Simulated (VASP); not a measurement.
## CdTe: relaxation of cell and atoms with LDA

Crystal: CdTe.

```
Te Cd
1.0
     0.00000    3.20500    3.20500
     3.20500    0.00000    3.20500
     3.20500    3.20500    0.00000
Te Cd
1 1
Direct
  0.75000 0.75000 0.75000
  0.00000 0.00000 0.00000
```

| Property | Result |
| --- | --- |
| Program | VASP 6.6.1 |
| Task | relaxation of cell and atoms |
| Functional | LDA |
| Potentials or basis | VASP PAW LDA potentials, release 64 (Te, Cd) |
| Cutoff | 600 eV |
| k mesh | 7 × 7 × 7 |
| Occupations | fermi-dirac, width 0.05 eV |
| Spin | no spin polarisation |
| Target pressure | 30 GPa |
| Dipole correction | no |
| Further INCAR settings | ALGO = Normal; EDIFF = 1e-07; IBRION = 2; EDIFFG = -0.02; NSW = 80; ISIF = 3 |

- Relaxed volume: 24.28 Å³/atom
- Relaxed cell: a = 4.095 Å, b = 4.095 Å, c = 4.095 Å, α = 60.00°, β = 60.00°, γ = 60.00°
- Space group after relaxing (to 0.1 Å): F-43m (No. 216)
- Energy change on relaxing (the run minimises the enthalpy): +610.2 meV/atom
- Ionic steps: 16
- Pressure after relaxing: 29.9 GPa
- Band gap on the k mesh: 1.54 eV (least direct gap 1.61 eV)

Step by step:
| step | energy change (eV) | largest force (eV/Å) | pressure (GPa) | volume (Å³) |
| --- | --- | --- | --- | --- |
| 1 | 0.0000 | 0.0000 | 0.20 | 65.84 |
| 2 | 29.2743 | 0.0000 | 576.18 | 23.03 |
| 3 | 0.6416 | 0.0000 | 18.77 | 52.43 |
| 4 | 0.8589 | 0.0000 | 23.09 | 50.76 |
| 5 | 1.2455 | 0.0000 | 30.41 | 48.43 |
| 6 | 1.1870 | 0.0000 | 29.32 | 48.75 |
| 7 | 1.1889 | 0.0000 | 29.36 | 48.74 |
| 8 | 1.1948 | 0.0000 | 29.46 | 48.71 |
| 9 | 1.1948 | 0.0000 | 29.46 | 48.71 |
| 10 | 1.1950 | 0.0000 | 29.46 | 48.70 |
| 11 | 1.1954 | 0.0000 | 29.48 | 48.70 |
| 12 | 1.1962 | 0.0000 | 29.49 | 48.70 |
| 13 | 1.1978 | 0.0000 | 29.52 | 48.69 |
| 14 | 1.2010 | 0.0000 | 29.58 | 48.67 |
| 15 | 1.2074 | 0.0000 | 29.70 | 48.64 |
| 16 | 1.2203 | 0.0000 | 29.93 | 48.57 |

Final structure:
```cif
data_structure
_symmetry_space_group_name_H-M 'P 1'
_symmetry_Int_Tables_number 1
_cell_length_a 4.0953
_cell_length_b 4.0953
_cell_length_c 4.0953
_cell_angle_alpha 60.000
_cell_angle_beta 60.000
_cell_angle_gamma 60.000
_cell_volume 48.57
loop_
_atom_site_label
_atom_site_type_symbol
_atom_site_fract_x
_atom_site_fract_y
_atom_site_fract_z
_atom_site_occupancy
Te1 Te 0.75000 0.75000 0.75000 1
Cd1 Cd 0.00000 0.00000 0.00000 1
```

Levels at points of the mesh, in eV from the valence-band top:
```csv
k point,band 7,band 8,band 9,band 10,band 11,band 12
"(0.00, 0.00, 0.00)",0.00,0.00,0.00,1.61,4.04,4.04
```

Wall time 5.9 min on 1 thread of AMD EPYC 7R13, on a shared host, peak memory 0.18 GiB.

Caveat: the cell is relaxed towards a set pressure, so the run minimises the enthalpy, not the energy; the volume moved by over 15 % at a fixed basis, so the end points are rough; spin-orbit coupling is left out, which moves the levels of the heavy elements; an odd mesh through Γ misses points on the zone boundary, where band edges can lie. LDA usually gives volumes a few per cent too small.
